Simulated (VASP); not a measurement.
Tl, 2 atoms in the cell. The typed cell holds 2 atoms: a = 3.456 Å, b = 3.456 Å, c = 5.525 Å, α = 90.00°, β = 90.00°, γ = 120.00°.  This cell differs from its parent crystal: atoms moved at random.

- Program: VASP 6.6.1
- Task: single point
- Functional: PBE
- Potentials or basis: VASP PAW PBE potentials, release 64 (Tl_d)
- Cutoff: 520 eV
- k mesh: 9 × 9 × 5
- Occupations: fermi-dirac, width 0.05 eV
- Spin: no spin polarisation
- Dipole correction: no
- Further INCAR settings: ALGO = Fast; EDIFF = 1e-06; NBANDS = 20

Potentials or basis: VASP PAW PBE potentials, release 64 (Tl_d).

Command:

```bash
$ cat potpaw_PBE.64/Tl_d/POTCAR > POTCAR
$ mpirun -np 1 vasp_std > vasp.out
```

Hardware: 1 thread of AMD EPYC 7571 (shared host).

How long does it take, and how much memory?

Wall time 5.2 min on 1 thread of AMD EPYC 7571 (shared host), peak memory 0.28 GiB. Counts: scf iterations 11, k points 203.
